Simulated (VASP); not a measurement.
# Au in VASP: a series of runs

Au is run at these levels: PBE+D3(BJ); tasks: single point.

All numbers are computed with VASP 6.6.1; they aren't measurements. Logs are shortened: lines on timing, memory, paths and dates and some standing lists are left out, and cuts for length are marked.

## Step 1: The cell of the first run

The cell holds a slab with vacuum, 16 atoms: a = 5.803 Å, b = 5.803 Å, c = 22.155 Å, α = 90.00°, β = 90.00°, γ = 90.00°.

## Step 2: Single point, PBE+D3(BJ)

INCAR

```
SYSTEM = Au
ALGO = Normal
DIPOL = 0.5 0.5 0.501
EDIFF = 1E-7
ENCUT = 520
GGA = PE
IDIPOL = 3
ISIF = 2
ISMEAR = 0
IVDW = 12
LASPH = .TRUE.
LCHARG = .FALSE.
LDIPOL = .TRUE.
LREAL = Auto
LWAVE = .FALSE.
NBANDS = 102
NELM = 60
PREC = Accurate
SIGMA = 0.1
```

KPOINTS

```
k-points
0
G
  3 3 1
  0 0 0
```

POSCAR

```
Au
1.0
    5.8027911561      0.0000000000      0.0000000000
    0.0000000000      5.8027911561      0.0000000000
    0.0000000000      0.0000000000     22.1547894644
Au
16
Direct
    0.2500000000      0.2500000000      0.3610957357
    0.2500000000      0.7500000000      0.3610957357
    0.7500000000      0.2500000000      0.3610957357
    0.7500000000      0.7500000000      0.3610957357
    0.5000000000      0.5000000000      0.4536985786
    0.5000000000      0.0000000000      0.4536985786
    0.0000000000      0.5000000000      0.4536985786
    0.0000000000      0.0000000000      0.4536985786
    0.7500000000      0.7500000000      0.5477808086
    0.7500000000      0.2500000000      0.5477808086
    0.2500000000      0.7500000000      0.5477808086
    0.2500000000      0.2500000000      0.5477808086
    0.0000000000      0.0000000000      0.6407540042
    0.0000000000      0.5000000000      0.6407540042
    0.5000000000      0.0000000000      0.6407540042
    0.5000000000      0.5000000000      0.6407540042
```

Potentials or basis: VASP PAW PBE potentials, release 64 (Au).

Run with:

```bash
> cat potpaw_PBE.64/Au/POTCAR > POTCAR
> mpirun -np 1 vasp_std > vasp.out
```

OUTCAR:

```text
SYSTEM = Au
   EDIFF = 1E-7
   ENCUT = 520
   GGA = PE
   ISIF = 2
   ISMEAR = 0
   IVDW = 12
   LASPH = .TRUE.
   LREAL = Auto
   NELM = 60
   PREC = Accurate
 IVDW          = 12

 ion  position               nearest neighbor table
   1  0.250  0.250  0.361-   2 2.90   3 2.90   2 2.90   3 2.90   7 2.90   8 2.90   5 2.90   6 2.90

   2  0.250  0.750  0.361-   1 2.90   4 2.90   1 2.90   4 2.90   7 2.90   8 2.90   5 2.90   6 2.90

   3  0.750  0.250  0.361-   1 2.90   4 2.90   4 2.90   1 2.90   7 2.90   8 2.90   5 2.90   6 2.90

   4  0.750  0.750  0.361-   2 2.90   3 2.90   3 2.90   2 2.90   7 2.90   8 2.90   5 2.90   6 2.90

   5  0.500  0.500  0.454-   6 2.90   7 2.90   6 2.90   7 2.90   1 2.90   2 2.90   3 2.90   4 2.90
                            11 2.92  12 2.92   9 2.92  10 2.92
   6  0.500  0.000  0.454-   5 2.90   8 2.90   5 2.90   8 2.90   1 2.90   2 2.90   3 2.90   4 2.90
                            11 2.92  12 2.92   9 2.92  10 2.92
   7  0.000  0.500  0.454-   5 2.90   8 2.90   8 2.90   5 2.90   1 2.90   2 2.90   3 2.90   4 2.90
                            11 2.92  12 2.92   9 2.92  10 2.92
   8  0.000  0.000  0.454-   6 2.90   7 2.90   7 2.90   6 2.90   1 2.90   2 2.90   3 2.90   4 2.90
                            11 2.92  12 2.92   9 2.92  10 2.92
   9  0.750  0.750  0.548-  10 2.90  11 2.90  10 2.90  11 2.90  15 2.91  16 2.91  13 2.91  14 2.91
                             5 2.92   6 2.92   7 2.92   8 2.92
  10  0.750  0.250  0.548-   9 2.90  12 2.90   9 2.90  12 2.90  15 2.91  16 2.91  13 2.91  14 2.91
                             5 2.92   6 2.92   7 2.92   8 2.92
  11  0.250  0.750  0.548-   9 2.90  12 2.90  12 2.90   9 2.90  15 2.91  16 2.91  13 2.91  14 2.91
                             5 2.92   6 2.92   7 2.92   8 2.92
  12  0.250  0.250  0.548-  10 2.90  11 2.90  11 2.90  10 2.90  15 2.91  16 2.91  13 2.91  14 2.91
                             5 2.92   6 2.92   7 2.92   8 2.92
  13  0.000  0.000  0.641-  14 2.90  15 2.90  14 2.90  15 2.90   9 2.91  10 2.91  11 2.91  12 2.91

  14  0.000  0.500  0.641-  13 2.90  16 2.90  13 2.90  16 2.90   9 2.91  10 2.91  11 2.91  12 2.91

  15  0.500  0.000  0.641-  13 2.90  16 2.90  16 2.90  13 2.90   9 2.91  10 2.91  11 2.91  12 2.91

  16  0.500  0.500  0.641-  14 2.90  15 2.90  15 2.90  14 2.90   9 2.91  10 2.91  11 2.91  12 2.91

  LATTYP: Found a simple tetragonal cell.
 ALAT       =     5.8027911561
 C/A-ratio  =     3.8179539584

  Lattice vectors:

 A1 = (   5.8027911561,   0.0000000000,   0.0000000000)
 A2 = (   0.0000000000,   5.8027911561,   0.0000000000)
 A3 = (   0.0000000000,   0.0000000000,  22.1547894644)

Analysis of symmetry for initial positions (statically):
=====================================================================
 Subroutine PRICEL returns following result:

  LATTYP: Found a simple tetragonal cell.
 ALAT       =     2.9013955780
 C/A-ratio  =     7.6359079169

  Lattice vectors:

 A1 = (   2.9013955780,   0.0000000000,   0.0000000000)
 A2 = (   0.0000000000,   2.9013955780,   0.0000000000)
 A3 = (   0.0000000000,   0.0000000000,  22.1547894644)

   4 primitive cells build up your supercell.

 Routine SETGRP: Setting up the symmetry group for a
 simple tetragonal supercell.

 Subroutine GETGRP returns: Found  8 space group operations
 (whereof  8 operations were pure point group operations)
 out of a pool of 16 trial point group operations.

The static configuration has the point symmetry C_4v.

Analysis of symmetry for dynamics (positions and initial velocities):
=====================================================================
 Subroutine PRICEL returns following result:

  LATTYP: Found a simple tetragonal cell.
 ALAT       =     2.9013955780
 C/A-ratio  =     7.6359079169

  Lattice vectors:

 A1 = (   2.9013955780,   0.0000000000,   0.0000000000)
 A2 = (   0.0000000000,   2.9013955780,   0.0000000000)
 A3 = (   0.0000000000,   0.0000000000,  22.1547894644)

   4 primitive cells build up your supercell.

 Routine SETGRP: Setting up the symmetry group for a
 simple tetragonal supercell.

 Subroutine GETGRP returns: Found  8 space group operations
 (whereof  8 operations were pure point group operations)
 out of a pool of 16 trial point group operations.

The dynamic configuration has the point symmetry C_4v.

 Subroutine INISYM returns: Found  8 space group operations
 (whereof  8 operations are pure point group operations),
 and found     4 'primitive' translations

----------------------------------------------------------------------------------------

                                     Primitive cell

  volume of cell :     186.5012

  direct lattice vectors                    reciprocal lattice vectors
     2.901395578  0.000000000  0.000000000     0.344661723  0.000000000  0.000000000
     0.000000000  2.901395578  0.000000000     0.000000000  0.344661723  0.000000000
     0.000000000  0.000000000 22.154789464     0.000000000  0.000000000  0.045136967

  length of vectors
     2.901395578  2.901395578 22.154789464     0.344661723  0.344661723  0.045136967

  position of ions in fractional coordinates (direct lattice)
     0.500000000  0.500000000  0.361095736
     0.000000000  0.000000000  0.453698579
     0.500000000  0.500000000  0.547780809
     0.000000000  0.000000000  0.640754004

  ion indices of the primitive-cell ions
   primitive index   ion index
                 1           1
                 2           5
                 3          12
                 4          13

----------------------------------------------------------------------------------------

 KPOINTS: k-points

Automatic generation of k-mesh.
 Grid dimensions read from file:
 generate k-points for:    3    3    1

 Generating k-lattice:

  Cartesian coordinates                     Fractional coordinates (reciprocal lattice)
     0.057443621  0.000000000  0.000000000     0.333333333  0.000000000  0.000000000
     0.000000000  0.057443621  0.000000000     0.000000000  0.333333333  0.000000000
     0.000000000  0.000000000  0.045136967     0.000000000  0.000000000  1.000000000

  Length of vectors
     0.057443621  0.057443621  0.045136967

  Shift w.r.t. Gamma in fractional coordinates (k-lattice)
     0.000000000  0.000000000  0.000000000

 Subroutine IBZKPT returns following result:
 ===========================================

 Found      3 irreducible k-points:

 Following reciprocal coordinates:
            Coordinates               Weight
  0.000000  0.000000  0.000000      1.000000
  0.333333  0.000000  0.000000      4.000000
  0.333333  0.333333  0.000000      4.000000
   k-points           NKPTS =      3   k-points in BZ     NKDIM =      3   number of bands    NBANDS=    102
   number of dos      NEDOS =    301   number of ions     NIONS =     16
   total plane-waves  NPLWV = 387072
   dimension x,y,z NGX =    48 NGY =   48 NGZ =  168
   dimension x,y,z NGXF=    96 NGYF=   96 NGZF=  336
   ions per type =              16
   NGX,Y,Z   is equivalent  to a cutoff of  13.75, 13.75, 12.61 a.u.
   NGXF,Y,Z  is equivalent  to a cutoff of  27.50, 27.50, 25.21 a.u.
 SYSTEM =  Au
   PREC   = accura    normal or accurate (medium, high low for compatibility)
   ISTART =      0    job   : 0-new  1-cont  2-samecut
   ICHARG =      2    charge: 1-file 2-atom 10-const
   ISPIN  =      1    spin polarized calculation?
   LNONCOLLINEAR =      F non collinear calculations
   LSORBIT =      F    spin-orbit coupling
   LASPH  =      T    aspherical Exc in radial PAW
   ENCUT  =  520.0 eV  38.22 Ry    6.18 a.u.  10.79 10.79 41.19*2*pi/ulx,y,z
   NELM   =     60;   NELMIN=  2; NELMDL= -5     # of ELM steps
   EDIFF  = 0.1E-06   stopping-criterion for ELM
   LREAL  =      T    real-space projection
   EDIFFG = 0.1E-05   stopping-criterion for IOM
   NSW    =      0    number of steps for IOM
   IBRION =     -1    ionic relax: 0-MD 1-quasi-New 2-CG
   NFREE  =      0    steps in history (QN), initial steepest desc. (CG)
   ISIF   =      2    stress and relaxation
   ISYM   =      2    0-nonsym 1-usesym 2-fastsym
   POTIM  = 0.5000    time-step for ionic-motion
   TEBEG  =    0.0;   TEEND  =   0.0 temperature during run
   PSTRESS=    0.0 pullay stress
   NELECT =     176.0000    total number of electrons
   NUPDOWN=      -1.0000    fix difference up-down
   EMIN   =  10.00;   EMAX   =-10.00  energy-range for DOS
   EFERMI =   0.00;   METHOD = LEGACY
   ISMEAR =     0;   SIGMA  =   0.10  broadening in eV -4-tet -1-fermi 0-gaus
   EFERMI_NEDOS =   21; number of points for ismear=-14 and -15
   IALGO  =     38    algorithm
   IMIX   =      4    mixing-type and parameters
     AMIX     =   0.40;   BMIX     =  1.00
     AMIX_MAG =   1.60;   BMIX_MAG =  1.00
  volume/ion in A,a.u.               =      46.63       314.64
  Fermi-wavevector in a.u.,A,eV,Ry     =   1.011576  1.911602 13.922653  1.023286
  Thomas-Fermi vector in A             =   2.144634
   LORBIT       =      0    0 simple, 1 ext, 2 COOP (PROOUT), +10 PAW based schemes
   GGA     = PE    functional components
   LHFCALC =     F    Hartree Fock is set to
   AEXX    =    0.0000 exact exchange contribution
   IVDW    =    12    specifies the selected vdW correction
   LEPSILON=     F    determine dielectric tensor
   LRPA    =     F    only Hartree local field effects (RPA)
 non-spin polarized calculation
 Gauss-broadening in eV      SIGMA  =   0.10
  energy-cutoff  :      520.00
  volume of cell :      746.00
 maximum number of plane-waves:     20111
 NGX is ok and might be reduce to    48
   NGX = 21   NGY = 21   NGZ = 83

 dipolmoment           0.000000      0.000000     -0.000362 electrons x Angstroem

 number of electron     176.0000005 magnetization

 dipolmoment           0.000000      0.000000      0.000447 electrons x Angstroem

 Free energy of the ion-electron system (eV)
  ---------------------------------------------------
  ext. energy  EPLUGINS =         0.00000000
  ---------------------------------------------------
  free energy    TOTEN  =       -47.50517770 eV

  energy without entropy =      -47.43696237  energy(sigma->0) =      -47.47107003

 E-fermi :   0.3597     XC(G=0):  -5.4764

 val. band max:        0.3501182576   @ k =   0.0000   0.0000   0.0000
 cond. band min:       0.4259506408   @ k =   0.3333   0.3333   0.0000
 fundamental gap:      0.0758323832
 Fermi energy:         0.3597226189

 k-point     1 :       0.0000    0.0000    0.0000
  band No.  band energies     occupation
      1      -8.8308      2.00000
      2      -7.3219      2.00000
      3      -6.5487      2.00000
      4      -6.5487      2.00000
      5      -6.5444      2.00000
      6      -6.5444      2.00000
[... 92 lines left out ...]
     99       2.6382      0.00000
    100       4.7623      0.00000

 k-point     2 :       0.3333    0.0000    0.0000
  band No.  band energies     occupation
      1      -8.2499      2.00000
      2      -7.0061      2.00000
      3      -6.8874      2.00000
      4      -6.5178      2.00000
      5      -6.1231      2.00000
      6      -6.1227      2.00000
[... 92 lines left out ...]
     99       3.1231      0.00000
    100       3.4599      0.00000

 k-point     3 :       0.3333    0.3333    0.0000
  band No.  band energies     occupation
      1      -7.6756      2.00000
      2      -6.5037      2.00000
      3      -6.5037      2.00000
      4      -6.3702      2.00000
      5      -6.0159      2.00000
      6      -6.0159      2.00000
[... 92 lines left out ...]
     99       4.3038      0.00000
    100       5.2061      0.00000
 [bands above 100 left out]

------------------------ aborting loop because EDIFF is reached ----------------------------------------

 vacuum level on the upper side and lower side of the slab       (xc-potential included)        -0.004        -0.006

 Edisp (eV)   -7.51366

 E8    (eV) :    -3.5093

  FORCE on cell =-STRESS in cart. coord.  units (eV):
  Direction    XX          YY          ZZ          XY          YZ          ZX
  --------------------------------------------------------------------------------------
  -------------------------------------------------------------------------------------
  Total     -13.05584   -13.05584     0.04032     0.00000     0.00000     0.00000
  in kB     -28.03973   -28.03973     0.08660     0.00000     0.00000     0.00000
  external pressure =      -18.66 kB  Pullay stress =        0.00 kB

 VOLUME and BASIS-vectors are now :
 -----------------------------------------------------------------------------
  energy-cutoff  :      520.00
  volume of cell :      746.00
      direct lattice vectors                 reciprocal lattice vectors
     5.802791156  0.000000000  0.000000000     0.172330862  0.000000000  0.000000000
     0.000000000  5.802791156  0.000000000     0.000000000  0.172330862  0.000000000
     0.000000000  0.000000000 22.154789464     0.000000000  0.000000000  0.045136967

 POSITION                                       TOTAL-FORCE (eV/Angst)
 -----------------------------------------------------------------------------------
      1.45070      1.45070      8.00000        -0.000000      0.000000     -0.033514
      1.45070      4.35209      8.00000        -0.000000      0.000000     -0.033514
      4.35209      1.45070      8.00000        -0.000000     -0.000000     -0.033514
      4.35209      4.35209      8.00000        -0.000000      0.000000     -0.033514
      2.90140      2.90140     10.05160         0.000000      0.000000      0.036167
      2.90140      0.00000     10.05160        -0.000000     -0.000000      0.036167
[... 8 lines left out ...]
      2.90140      0.00000     14.19577        -0.000000     -0.000000      0.004428
      2.90140      2.90140     14.19577         0.000000      0.000000      0.004428
 -----------------------------------------------------------------------------------
    total drift:                                0.000000      0.000000     -0.012708

  FREE ENERGIE OF THE ION-ELECTRON SYSTEM (eV)
  ---------------------------------------------------
  free  energy   TOTEN  =       -55.0188387674 eV

  energy  without entropy=      -54.9506234387  energy(sigma->0) =      -54.98473110

 vacuum level on the upper side and lower side of the slab         5.265         5.263
```

Run time: 5.6 min. Hardware: 1 thread of Intel Xeon 6975P-C (Granite Rapids), shared host; peak memory 0.76 GiB.

Results:

```
Free energy                : -55.0188 eV
Largest force              : 0.036 eV/Å
Band gap on the k mesh     : zero (bands 88 and 89 overlap by 0.40 eV)
Dispersion energy per atom : -0.470 eV
```

Forces in eV/Å, atoms in the order of the input:
```
Au   0.000  0.000 -0.034
Au   0.000  0.000 -0.034
Au   0.000  0.000 -0.034
Au   0.000  0.000 -0.034
Au   0.000  0.000  0.036
Au   0.000  0.000  0.036
Au   0.000  0.000  0.036
Au   0.000  0.000  0.036
Au   0.000  0.000 -0.007
Au   0.000  0.000 -0.007
Au   0.000  0.000 -0.007
Au   0.000  0.000 -0.007
Au   0.000  0.000  0.004
Au   0.000  0.000  0.004
Au   0.000  0.000  0.004
Au   0.000  0.000  0.004
```

Caveat: the k points lie up to 0.36 Å⁻¹ apart; spin-orbit coupling is left out, which moves the levels of the heavy elements.

## Step 3: Single point, PBE+D3(BJ)

This run uses another cell than the first one.

INCAR

```
PREC = Accurate ; ENCUT = 520
EDIFF = 1E-6 ; ISMEAR = 0
SIGMA = 0.1 ; LREAL = Auto
LASPH = True ; NELM = 80
ALGO = Normal ; ISIF = 2
LWAVE = False ; LCHARG = True
LDIPOL = True ; IDIPOL = 3
DIPOL = 0.5 0.5 0.500 ; GGA = PE
IVDW = 12 ; LELF = True
LVHAR = True ; LVACPOTAV = True
NBANDS = 102
```

KPOINTS

```
regular mesh
0
Gamma
  5 5 1
```

POSCAR

```
Au
1.0
    5.8027911564      0.0000000000      0.0000000000
    0.0000000000      5.8027911564      0.0000000000
    0.0000000000      0.0000000000     23.1547894648
Au
16
Direct
    0.2500000000      0.2500000000      0.3670946787
    0.2500000000      0.7500000000      0.3670946787
    0.7500000000      0.2500000000      0.3670946787
    0.7500000000      0.7500000000      0.3670946787
    0.5000000000      0.5000000000      0.4556982262
    0.5000000000      0.0000000000      0.4556982262
    0.0000000000      0.5000000000      0.4556982262
    0.0000000000      0.0000000000      0.4556982262
    0.7500000000      0.7500000000      0.5447487045
    0.7500000000      0.2500000000      0.5447487045
    0.2500000000      0.7500000000      0.5447487045
    0.2500000000      0.2500000000      0.5447487045
    0.0000000000      0.0000000000      0.6333905625
    0.0000000000      0.5000000000      0.6333905625
    0.5000000000      0.0000000000      0.6333905625
    0.5000000000      0.5000000000      0.6333905625
```

Potentials or basis: VASP PAW PBE potentials, release 64 (Au).

Run with:

```bash
> cat potpaw_PBE.64/Au/POTCAR > POTCAR
> mpirun -np 1 vasp_std > vasp.out
```

It took 18 min on 1 thread of Intel Xeon Platinum 8259CL at 2.50GHz (Skylake/Cascade Lake), shared host; peak memory 0.9 GiB.

The run converged. Its results:

* Free energy: -55.3940 eV
* Largest force: 0.009 eV/Å
* Band gap on the k mesh: zero (bands 88 and 89 overlap by 1.08 eV)
* Dispersion energy per atom: -0.471 eV

Forces on the atoms (eV/Å):
```
Au   0.000  0.000  0.004
Au   0.000  0.000  0.004
Au   0.000  0.000  0.004
Au   0.000  0.000  0.004
Au   0.000  0.000  0.006
Au   0.000  0.000  0.006
Au   0.000  0.000  0.006
Au   0.000  0.000  0.006
Au   0.000  0.000 -0.001
Au   0.000  0.000 -0.001
Au   0.000  0.000 -0.001
Au   0.000  0.000 -0.001
Au   0.000  0.000 -0.009
Au   0.000  0.000 -0.009
Au   0.000  0.000 -0.009
Au   0.000  0.000 -0.009
```

Levels at points of the mesh, in eV from the Fermi level:
| k point | band 84 | band 85 | band 86 | band 87 | band 88 | band 89 | band 90 | band 91 | band 92 | band 93 |
| --- | --- | --- | --- | --- | --- | --- | --- | --- | --- | --- |
| (0.00, 0.00, 0.00) | -0.47 | -0.23 | -0.23 | -0.23 | -0.23 | 0.11 | 0.11 | 0.11 | 0.11 | 1.34 |

Caveat: spin-orbit coupling is left out, which moves the levels of the heavy elements.
